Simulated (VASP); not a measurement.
# TiSi2 (Pmmm) in VASP: a series of runs

The runs below take TiSi2 through single point, with PBE.

All numbers are computed with VASP 6.6.1; they aren't measurements. Logs are shortened: lines on timing, memory, paths and dates and some standing lists are left out, and cuts for length are marked.

### Step 1. The cell of the first run

The structure is orthorhombic, space group Pmmm (No. 47). The conventional cell has a = 2.079 Å, b = 3.432 Å, c = 6.026 Å, α = 90.00°, β = 90.00°, γ = 90.00°. Ti (site symmetry mmm) has 2 Ti at 2.08 Å within 2.8 Å. Si (site symmetry m2m) has 4 Si at 1.64 to 2.08 Å within 2.2 Å.

### Step 2. Single point, PBE

File INCAR:

```
PREC     = Accurate       # precision mode
ENCUT    = 520            # plane-wave cutoff, eV
EDIFF    = 1E-6           # SCF threshold, eV
ISMEAR   = 0              # smearing method
SIGMA    = 0.1            # smearing width, eV
LREAL    = F              # projectors in reciprocal space
LASPH    = T              # aspherical terms in the spheres
NELM     = 60             # most SCF steps
ALGO     = Normal         # electronic algorithm
ISIF     = 2              # what is computed and relaxed
LWAVE    = F              # write WAVECAR
LCHARG   = F              # write CHGCAR
GGA      = PE             # functional
NBANDS   = 17             # bands
```

File KPOINTS:

```
regular mesh
0
Gamma
  8 6 4
```

File POSCAR:

```
TiSi2
1.0
    2.0793304300      0.0000000000      0.0000000000
    0.0000000000      3.4318518100      0.0000000000
    0.0000000000      0.0000000000      6.0258515000
Ti Si
1 2
Direct
    0.5000000000      0.5000000000      0.0000000000
    0.0000000000      0.2383175500      0.5000000000
    0.0000000000      0.7616824500      0.5000000000
```

Potentials or basis: VASP PAW PBE potentials, release 64 (Ti_sv, Si).

Command:

```bash
> cat potpaw_PBE.64/Ti_sv/POTCAR potpaw_PBE.64/Si/POTCAR > POTCAR
> mpirun -np 1 vasp_std > vasp.out
```

OUTCAR:

```text
PREC = Accurate
   ENCUT = 520
   EDIFF = 1E-6
   ISMEAR = 0
   LREAL = F
   LASPH = T
   NELM = 60
   ISIF = 2
   GGA = PE

 ion  position               nearest neighbor table
   1  0.500  0.500  0.000-
   2  0.000  0.238  0.500-   3 1.64   3 1.80   3 2.65   3 2.65   3 2.75   3 2.75
   3  0.000  0.762  0.500-   2 1.64   2 1.80   2 2.65   2 2.65   2 2.75   2 2.75

  LATTYP: Found a simple orthorhombic cell.
 ALAT       =     2.0793304300
 B/A-ratio  =     1.6504600522
 C/A-ratio  =     2.8979768742

  Lattice vectors:

 A1 = (   2.0793304300,   0.0000000000,   0.0000000000)
 A2 = (   0.0000000000,   3.4318518100,   0.0000000000)
 A3 = (   0.0000000000,   0.0000000000,   6.0258515000)

Analysis of symmetry for initial positions (statically):
=====================================================================
 Subroutine PRICEL returns:
 Original cell was already a primitive cell.

 Routine SETGRP: Setting up the symmetry group for a
 simple orthorhombic supercell.

 Subroutine GETGRP returns: Found  8 space group operations
 (whereof  8 operations were pure point group operations)
 out of a pool of  8 trial point group operations.

The static configuration has the point symmetry D_2h.

Analysis of symmetry for dynamics (positions and initial velocities):
=====================================================================
 Subroutine PRICEL returns:
 Original cell was already a primitive cell.

 Routine SETGRP: Setting up the symmetry group for a
 simple orthorhombic supercell.

 Subroutine GETGRP returns: Found  8 space group operations
 (whereof  8 operations were pure point group operations)
 out of a pool of  8 trial point group operations.

The dynamic configuration has the point symmetry D_2h.

 Subroutine INISYM returns: Found  8 space group operations
 (whereof  8 operations are pure point group operations),
 and found     1 'primitive' translations

----------------------------------------------------------------------------------------

                                     Primitive cell

  volume of cell :      43.0002

  direct lattice vectors                    reciprocal lattice vectors
     2.079330430  0.000000000  0.000000000     0.480924044  0.000000000  0.000000000
     0.000000000  3.431851810  0.000000000     0.000000000  0.291387873  0.000000000
     0.000000000  0.000000000  6.025851500     0.000000000  0.000000000  0.165951650
[... 80 lines left out ...]
   ISPIN  =      1    spin polarized calculation?
   LNONCOLLINEAR =      F non collinear calculations
   LSORBIT =      F    spin-orbit coupling
   LASPH  =      T    aspherical Exc in radial PAW
   ENCUT  =  520.0 eV  38.22 Ry    6.18 a.u.   3.87  6.38 11.20*2*pi/ulx,y,z
   NELM   =     60;   NELMIN=  2; NELMDL= -5     # of ELM steps
   EDIFF  = 0.1E-05   stopping-criterion for ELM
   LREAL  =      F    real-space projection
   EDIFFG = 0.1E-04   stopping-criterion for IOM
   NSW    =      0    number of steps for IOM
   IBRION =     -1    ionic relax: 0-MD 1-quasi-New 2-CG
   NFREE  =      0    steps in history (QN), initial steepest desc. (CG)
   ISIF   =      2    stress and relaxation
   ISYM   =      2    0-nonsym 1-usesym 2-fastsym
   POTIM  = 0.5000    time-step for ionic-motion
   TEBEG  =    0.0;   TEEND  =   0.0 temperature during run
   PSTRESS=    0.0 pullay stress
   NELECT =      20.0000    total number of electrons
   NUPDOWN=      -1.0000    fix difference up-down
   EMIN   =  10.00;   EMAX   =-10.00  energy-range for DOS
   EFERMI =   0.00;   METHOD = LEGACY
   ISMEAR =     0;   SIGMA  =   0.10  broadening in eV -4-tet -1-fermi 0-gaus
   EFERMI_NEDOS =   21; number of points for ismear=-14 and -15
   IALGO  =     38    algorithm
   IMIX   =      4    mixing-type and parameters
     AMIX     =   0.40;   BMIX     =  1.00
     AMIX_MAG =   1.60;   BMIX_MAG =  1.00
  volume/ion in A,a.u.               =      14.33        96.73
  Fermi-wavevector in a.u.,A,eV,Ry     =   1.268415  2.396957 21.890093  1.608876
  Thomas-Fermi vector in A             =   2.401511
   LORBIT       =      0    0 simple, 1 ext, 2 COOP (PROOUT), +10 PAW based schemes
   GGA     = PE    functional components
   LHFCALC =     F    Hartree Fock is set to
   AEXX    =    0.0000 exact exchange contribution
   IVDW    =     0    specifies the selected vdW correction
   LEPSILON=     F    determine dielectric tensor
   LRPA    =     F    only Hartree local field effects (RPA)
 non-spin polarized calculation
 Gauss-broadening in eV      SIGMA  =   0.10
  energy-cutoff  :      520.00
  volume of cell :       43.00
 maximum number of plane-waves:      1180
 NGX is ok and might be reduce to    16
   NGX =  7   NGY = 13   NGZ = 23

 number of electron      20.0000000 magnetization

 Free energy of the ion-electron system (eV)
  ---------------------------------------------------
  ext. energy  EPLUGINS =         0.00000000
  ---------------------------------------------------
  free energy    TOTEN  =        -4.83753762 eV

  energy without entropy =       -4.83028437  energy(sigma->0) =       -4.83391099

 E-fermi :   9.8673     XC(G=0): -11.1057

 val. band max:        9.8284350228   @ k =   0.2500   0.0000   0.2500
 cond. band min:       9.8722439655   @ k =   0.0000   0.1667   0.5000
 fundamental gap:      0.0438089427
 Fermi energy:         9.8673003501

 k-point     1 :       0.0000    0.0000    0.0000
  band No.  band energies     occupation
      1     -46.8253      2.00000
      2     -23.1346      2.00000
      3     -22.9385      2.00000
      4     -20.1187      2.00000
      5      -7.1880      2.00000
      6       2.2256      2.00000
[... 457 lines left out ...]
      4     -22.3463      2.00000
      5      -2.6983      2.00000
      6       4.9828      2.00000
[... 9 lines left out ...]
     16      14.1968      0.00000
     17      16.2078      0.00000

 [... further k-points ...]
[... 5 lines left out ...]
  --------------------------------------------------------------------------------------
  -------------------------------------------------------------------------------------
  Total       27.3337037     69.7482283     -4.7649688     -0.0000000      0.0000000      0.0000000
  in kB     1018.4473998   2598.8026565   -177.5416202     -0.0000000      0.0000000      0.0000000
  external PRESSURE =    1146.5694787 kB  Pullay stress =       0.0000000 kB

 VOLUME and BASIS-vectors are now :
 -----------------------------------------------------------------------------
  energy-cutoff  :      520.00
  volume of cell :       43.00
      direct lattice vectors                 reciprocal lattice vectors
     2.079330430  0.000000000  0.000000000     0.480924044  0.000000000  0.000000000
     0.000000000  3.431851810  0.000000000     0.000000000  0.291387873  0.000000000
     0.000000000  0.000000000  6.025851500     0.000000000  0.000000000  0.165951650

 POSITION                                       TOTAL-FORCE (eV/Angst)
 -----------------------------------------------------------------------------------
      1.03967      1.71593      0.00000         0.000000      0.000000      0.000000
      0.00000      0.81787      3.01293        -0.000000     12.483704      0.000000
      0.00000      2.61398      3.01293         0.000000    -12.483704      0.000000
 -----------------------------------------------------------------------------------
    total drift:                                0.000000      0.000000     -0.000000

  FREE ENERGIE OF THE ION-ELECTRON SYSTEM (eV)
  ---------------------------------------------------
  free  energy   TOTEN  =        -4.8375376172 eV

  energy  without entropy=       -4.8302843700  energy(sigma->0) =       -4.83391099
```

OSZICAR:

```text
N       E                     dE             d eps       ncg     rms          rms(c)
DAV:   1     0.175113612605E+03    0.17511E+03   -0.10216E+04  2040   0.124E+03
DAV:   2     0.684402493445E+01   -0.16827E+03   -0.16335E+03  2158   0.335E+02
DAV:   3    -0.878718255081E+01   -0.15631E+02   -0.15312E+02  3808   0.860E+01
DAV:   4    -0.945808708268E+01   -0.67090E+00   -0.65951E+00  2357   0.157E+01
DAV:   5    -0.948864660769E+01   -0.30560E-01   -0.30537E-01  3213   0.277E+00    0.161E+01
DAV:   6    -0.151180562106E+02   -0.56294E+01   -0.15249E+02  2822   0.355E+01    0.213E+01
DAV:   7    -0.504026499845E+01    0.10078E+02   -0.64530E+01  2645   0.407E+01    0.872E+00
DAV:   8    -0.491407466570E+01    0.12619E+00   -0.98797E-01  2301   0.714E+00    0.438E+00
DAV:   9    -0.483805186272E+01    0.76023E-01   -0.19438E-01  2637   0.437E+00    0.682E-01
DAV:  10    -0.483793007011E+01    0.12179E-03   -0.13801E-02  2484   0.849E-01    0.426E-01
DAV:  11    -0.483759241824E+01    0.33765E-03   -0.71012E-03  2478   0.772E-01    0.980E-02
DAV:  12    -0.483755383520E+01    0.38583E-04   -0.20573E-04  2406   0.131E-01    0.551E-02
DAV:  13    -0.483753955769E+01    0.14278E-04   -0.88036E-05  2593   0.802E-02    0.121E-02
DAV:  14    -0.483753805920E+01    0.14985E-05   -0.66135E-06  2501   0.212E-02    0.369E-03
DAV:  15    -0.483753761715E+01    0.44204E-06   -0.17129E-07  1352   0.389E-03
   1 F= -.48375376E+01 E0= -.48339110E+01  d E =-.725325E-02
```

stdout:

```text
POSCAR found type information on POSCAR TiSi
 POSCAR found :  2 types and       3 ions
 scaLAPACK will be used
 LDA part: xc-table for (Slater+PW92), standard interpolation
 POSCAR, INCAR and KPOINTS ok, starting setup
 FFT: planning ... GRIDC
 FFT: planning ... GRID_SOFT
 FFT: planning ... GRID
 WAVECAR not read
 entering main loop
```

Wall time 16 s (1 thread of Intel Xeon 6975P-C (Granite Rapids), shared host); peak memory 0.17 GiB.

What came out:

* Free energy: -4.8375 eV
* Pressure: 114.7 GPa
* Largest force: 12.484 eV/Å
* Band gap on the k mesh: zero (band 10 reaches 11.03 eV, above the bottom of band 11 at 8.88 eV)

Forces in eV/Å, atoms in the order of the input:
```
Ti    0.000   0.000   0.000
Si    0.000  12.484   0.000
Si    0.000 -12.484   0.000
```

Levels at points of the mesh, in eV from the Fermi level:
| k point | band 7 | band 8 | band 9 | band 10 | band 11 | band 12 | band 13 | band 14 |
| --- | --- | --- | --- | --- | --- | --- | --- | --- |
| (0.00, 0.00, 0.00) | -7.63 | -3.48 | -3.01 | -1.56 | -0.31 | 0.60 | 3.08 | 5.58 |
| (0.50, 0.00, 0.00) | -2.70 | -1.32 | -0.97 | 0.11 | 1.04 | 1.09 | 1.78 | 2.18 |
| (0.00, 0.50, 0.00) | -5.27 | -4.66 | -1.59 | -0.42 | -0.27 | 0.85 | 2.92 | 5.76 |
| (0.50, 0.50, 0.00) | -5.81 | -5.40 | -2.05 | -2.02 | 1.82 | 1.88 | 2.92 | 3.51 |
| (0.00, 0.00, 0.50) | -7.60 | -3.12 | -1.99 | -1.53 | -0.08 | 1.28 | 1.34 | 4.09 |
| (0.50, 0.00, 0.50) | -1.88 | -1.11 | -0.97 | -0.75 | 0.18 | 0.22 | 1.63 | 2.11 |
| (0.00, 0.50, 0.50) | -5.32 | -5.20 | -1.57 | -0.91 | 1.68 | 2.19 | 2.79 | 4.84 |
| (0.50, 0.50, 0.50) | -5.77 | -5.53 | -2.21 | -1.39 | 1.97 | 2.08 | 2.26 | 2.37 |

Caveat: the k points lie up to 0.38 Å⁻¹ apart; forces of over 1 eV/Å act on the atoms, so gaps and moduli don't describe the material at rest.

### Step 3. Single point, PBE

This run uses another cell than the first one, of 17.13 Å³/atom, 1.195 times its volume.

File INCAR:

```
SYSTEM = TiSi2
PREC     = Accurate       ! precision mode
ENCUT    = 520            ! plane-wave cutoff, eV
EDIFF    = 1E-6           ! SCF threshold, eV
ISMEAR   = 0              ! smearing method
SIGMA    = 0.1            ! smearing width, eV
LREAL    = .FALSE.        ! projectors in reciprocal space
LASPH    = .TRUE.         ! aspherical terms in the spheres
NELM     = 60             ! most SCF steps
ALGO     = Normal         ! electronic algorithm
ISIF     = 2              ! what is computed and relaxed
LWAVE    = .FALSE.        ! write WAVECAR
LCHARG   = .FALSE.        ! write CHGCAR
GGA      = PE             ! functional
NBANDS   = 17             ! bands
```

File KPOINTS:

```
Automatic mesh
0
G
  8 6 4
  0 0 0
```

File POSCAR:

```
TiSi2
1.0
    2.6693098886      0.0000000000      0.0000000000
    0.0000000000      5.1077083867      0.0000000000
    0.0000000000      0.0000000000      3.7688003390
Ti Si
1 2
Direct
    0.5000000000      0.5000000000      0.0000000000
    0.0000000000      0.2372593581      0.5000000000
    0.0000000000      0.7627406419      0.5000000000
```

Potentials or basis: VASP PAW PBE potentials, release 64 (Ti_sv, Si).

Command:

```bash
> cat potpaw_PBE.64/Ti_sv/POTCAR potpaw_PBE.64/Si/POTCAR > POTCAR
> mpirun -np 1 vasp_std > vasp.out
```

Run time: 23 s. Hardware: 1 thread of Intel Xeon 6975P-C (Granite Rapids), shared host; peak memory 0.18 GiB.

The run converged. Its results:

| Item | Value |
| --- | --- |
| Free energy | -19.4162 eV |
| Pressure | -0.1 GPa |
| Band gap on the k mesh | zero (band 10 reaches 7.83 eV, above the bottom of band 11 at 6.84 eV) |

Levels at points of the mesh, in eV from the Fermi level:
```
           k point  band 8  band 9  band 10  band 11  band 12  band 13
(0.00, 0.00, 0.00)   -1.32   -1.23    -1.09     0.81     2.59     2.61
(0.50, 0.00, 0.00)   -2.11   -2.02    -1.65    -0.14     0.77     3.14
(0.00, 0.50, 0.00)   -1.26   -1.15     0.07     0.12     2.54     2.61
(0.50, 0.50, 0.00)   -4.09   -1.90    -0.42     0.64     1.14     3.10
(0.00, 0.00, 0.50)   -4.56   -1.06    -0.97     1.07     1.98     2.71
(0.50, 0.00, 0.50)   -2.70   -1.85    -1.48    -0.82     0.44     1.97
(0.00, 0.50, 0.50)   -3.65   -1.24    -0.15     1.19     1.65     2.01
(0.50, 0.50, 0.50)   -3.40   -2.52    -0.40     1.32     1.97     2.21
```

Caveat: the k points lie up to 0.42 Å⁻¹ apart.

### Step 4. Single point, PBE, collinear spin, ferromagnetic start

This run uses another cell than the first one, of 17.13 Å³/atom, 1.195 times its volume.

File INCAR:

```
SYSTEM = TiSi2
ALGO     = Normal         ! electronic algorithm
EDIFF    = 1E-6           ! SCF threshold, eV
ENCUT    = 520            ! plane-wave cutoff, eV
GGA      = PE             ! functional
ISIF     = 2              ! what is computed and relaxed
ISMEAR   = 0              ! smearing method
ISPIN    = 2              ! spin polarisation
LASPH    = .True.         ! aspherical terms in the spheres
LCHARG   = .True.         ! write CHGCAR
LELF     = .True.         ! ELF
LMAXMIX  = 4              ! l up to which the mixer works
LORBIT   = 11             ! projections on sites
LREAL    = .False.        ! projectors in reciprocal space
LVHAR    = .True.       
LWAVE    = .False.        ! write WAVECAR
MAGMOM   = 1 0 0          ! initial moments
NBANDS   = 21             ! bands
NELM     = 150            ! most SCF steps
PREC     = Accurate       ! precision mode
SIGMA    = 0.1            ! smearing width, eV
```

File KPOINTS:

```
k-points
0
Gamma
  6 4 4
  0 0 0
```

File POSCAR:

```
TiSi2
1.0
    2.6693098886      0.0000000000      0.0000000000
    0.0000000000      3.7688003390      0.0000000000
    0.0000000000      0.0000000000      5.1077083867
Ti Si
1 2
Direct
    0.5000000000      0.0000000000      0.5000000000
    0.0000000000      0.5000000000      0.7627406419
    0.0000000000      0.5000000000      0.2372593581
```

Command:

```bash
> cat potpaw_PBE.64/Ti_sv/POTCAR potpaw_PBE.64/Si/POTCAR > POTCAR
> mpirun -np 1 vasp_std > vasp.out
```

Run time: 37 s. Hardware: 1 thread of Intel Xeon 6975P-C (Granite Rapids), shared host; peak memory 0.2 GiB.

It converged, with:

| Item | Value |
| --- | --- |
| Free energy | -19.3907 eV |
| Pressure | 0.2 GPa |
| Largest force | 0.163 eV/Å |
| Band gap on the k mesh | zero (filled and empty bands overlap) |
| Net moment | 0.00 μB per cell |
| Valence electrons inside the program's atomic spheres | Ti 10.35; Si 1.64 |

Forces in eV/Å, atoms in the order of the input:
```
Ti   0.000  0.000  0.000
Si   0.000  0.000  0.163
Si   0.000  0.000 -0.163
```

Stress tensor (GPa, compression positive):
```
-0.05  0.00  0.00
 0.00  0.33  0.00
 0.00  0.00  0.38
```

Levels at points of the mesh, in eV from the Fermi level:
Spin up:
| k point | band 8 | band 9 | band 10 | band 11 | band 12 | band 13 |
| --- | --- | --- | --- | --- | --- | --- |
| (0.00, 0.00, 0.00) | -1.28 | -1.18 | -1.05 | 0.87 | 2.65 | 2.65 |
| (0.50, 0.00, 0.00) | -2.08 | -1.99 | -1.61 | -0.10 | 0.82 | 3.19 |
| (0.00, 0.50, 0.00) | -4.53 | -1.01 | -0.93 | 1.11 | 2.02 | 2.76 |
| (0.50, 0.50, 0.00) | -2.65 | -1.80 | -1.44 | -0.78 | 0.50 | 2.01 |
| (0.00, 0.00, 0.50) | -1.23 | -1.11 | 0.10 | 0.16 | 2.59 | 2.65 |
| (0.50, 0.00, 0.50) | -4.04 | -1.87 | -0.37 | 0.69 | 1.19 | 3.14 |
| (0.00, 0.50, 0.50) | -3.60 | -1.20 | -0.10 | 1.23 | 1.68 | 2.05 |
| (0.50, 0.50, 0.50) | -3.38 | -2.47 | -0.36 | 1.38 | 2.02 | 2.26 |
Spin down:
| k point | band 8 | band 9 | band 10 | band 11 | band 12 | band 13 |
| --- | --- | --- | --- | --- | --- | --- |
| (0.00, 0.00, 0.00) | -1.28 | -1.18 | -1.05 | 0.87 | 2.65 | 2.65 |
| (0.50, 0.00, 0.00) | -2.08 | -1.99 | -1.61 | -0.10 | 0.82 | 3.19 |
| (0.00, 0.50, 0.00) | -4.53 | -1.01 | -0.93 | 1.11 | 2.02 | 2.76 |
| (0.50, 0.50, 0.00) | -2.65 | -1.80 | -1.44 | -0.78 | 0.50 | 2.01 |
| (0.00, 0.00, 0.50) | -1.23 | -1.11 | 0.10 | 0.16 | 2.59 | 2.65 |
| (0.50, 0.00, 0.50) | -4.04 | -1.87 | -0.37 | 0.69 | 1.19 | 3.14 |
| (0.00, 0.50, 0.50) | -3.60 | -1.20 | -0.10 | 1.23 | 1.68 | 2.05 |
| (0.50, 0.50, 0.50) | -3.38 | -2.47 | -0.36 | 1.38 | 2.02 | 2.26 |

Caveat: the k points lie up to 0.42 Å⁻¹ apart.

### Step 5. The runs side by side

| spin | cell | k mesh | gap on the mesh (eV) | pressure (GPa) | largest force (eV/Å) |
| --- | --- | --- | --- | --- | --- |
| off | a = 2.079, b = 3.432, c = 6.026 Å, 3 atoms | 8 × 6 × 4 | none | 114.7 | 12.48 |
| off | a = 2.669, b = 5.108, c = 3.769 Å, 3 atoms | 8 × 6 × 4 | none | -0.1 | - |
| collinear, ferromagnetic start | a = 2.669, b = 3.769, c = 5.108 Å, 3 atoms | 6 × 4 × 4 | none | 0.2 | 0.16 |

Alike in all rows: task single point; level PBE; potentials or basis VASP PAW PBE potentials, release 64 (Ti_sv, Si); cutoff (eV) 520; smearing gaussian 0.1 eV.

Caveats: all runs use coarse meshes; forces of over 1 eV/Å act on the atoms, so gaps and moduli don't describe the material at rest (some runs).

Total energies depend on the potentials used, so only differences within one code and one set of settings carry meaning.
